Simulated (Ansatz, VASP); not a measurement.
# One calculation of CsSnI3, two programs

File INCAR:

```
PREC = Accurate
ENCUT = 520
EDIFF = 1E-7
ISMEAR = 0
SIGMA = 0.05
LREAL = False
LASPH = True
NELM = 100
ALGO = Normal
ISIF = 2
LWAVE = False
LCHARG = False
GGA = PE
NBANDS = 30
```

The input KPOINTS:

```
regular mesh
0
Gamma
  6 6 6
```

POSCAR

```
CsSnI3
1.0
    6.2831703419      0.0000000000      0.0000000000
    0.0000000000      6.2831703419      0.0000000000
    0.0000000000      0.0000000000      6.2831703419
Cs Sn I
1 1 3
Direct
    0.0000000000      0.0000000000      0.0000000000
    0.5000000000      0.5000000000      0.5000000000
    0.0000000000      0.5000000000      0.5000000000
    0.5000000000      0.0000000000      0.5000000000
    0.5000000000      0.5000000000      0.0000000000
```

Input for Ansatz:

```yaml
crystal:
  lattice:
    - [6.2831703419, 0.0, 0.0]
    - [0.0, 6.2831703419, 0.0]
    - [0.0, 0.0, 6.2831703419]
  atoms:
    - { symbol: Cs, position: [0.0, 0.0, 0.0] }
    - { symbol: Sn, position: [0.5, 0.5, 0.5] }
    - { symbol: I, position: [0.0, 0.5, 0.5] }
    - { symbol: I, position: [0.5, 0.0, 0.5] }
    - { symbol: I, position: [0.5, 0.5, 0.0] }
basis:
  ecutwfc: 420
kpoints:
  mp_grid: { grid: [6, 6, 6] }
hamiltonian:
  xc: pbe
scf:
  occupations: { method: gaussian, width: 0.05 }
output:
  forces: true
  stress: true
  eigenvalues: true
```

Alike in both runs: task single point; functional PBE; k mesh 6 × 6 × 6; occupations gaussian, width 0.05 eV; no spin polarisation.

|  | VASP | Ansatz |
| --- | --- | --- |
| version | VASP 6.6.1 | Ansatz 0.2.0 |
| potentials or method | VASP PAW PBE potentials, release 64 (Cs_sv, Sn_d, I), cutoff 520 eV | scalar-relativistic, plane waves, PAW |
| valence electrons in the cell | 44 | 74 |

```tsv
	VASP	Ansatz	Ansatz less VASP
gap on the k mesh at the Fermi level (eV)	0.47	0.48	+0.005
least direct gap on the mesh (eV)	0.47	0.48	+0.005
pressure (GPa)	0.0	0.0	0.00
```

With one functional, cell and mesh, what is left measures potentials, basis and numerics. VASP's potentials hold 44 valence electrons a cell and Ansatz's 74, so a difference there can come from the potentials and not from the codes.

Neither program's run includes spin-orbit coupling.
